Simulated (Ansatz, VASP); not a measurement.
CuAu in VASP and in Ansatz

```
Cu Au
1.0
     2.80000    0.00000    0.00000
     0.00000    2.80000    0.00000
     0.00000    0.00000    3.67000
Cu Au
1 1
Cartesian
  1.4000 1.4000 1.8350
  0.0000 0.0000 0.0000
```

Alike in both runs: task electric field gradients; functional PBEsol; k mesh 13 × 13 × 10; occupations fermi-dirac, width 0.05 eV; no spin polarisation.

|  | VASP | Ansatz |
| --- | --- | --- |
| version | VASP 6.6.1 | Ansatz 0.2.0 |
| potentials or method | VASP PAW PBE potentials, release 64 (Cu, Au) | PAW with Ansatz's default frozen-core files, scalar-relativistic |
| plane-wave cutoff (eV) | 520 | 420 |
| valence electrons in the cell | 22 | 38 |

|  | VASP | Ansatz | Ansatz less VASP |
| --- | --- | --- | --- |
| pressure (GPa) | -2.0 | -2.0 | -0.05 |
| traceless stress, the component that is largest in VASP (GPa) | 0.35 | 0.28 | -0.074 |
| size of Vzz on the site where it differs most (V/Å²) | 79.5 | 52.1 | -27.45 |

VASP's potentials were made for PBE, not for PBEsol. VASP's potentials hold 22 valence electrons a cell and Ansatz's 38, so a difference there can come from the potentials and not from the codes.

Spin-orbit coupling is off throughout.
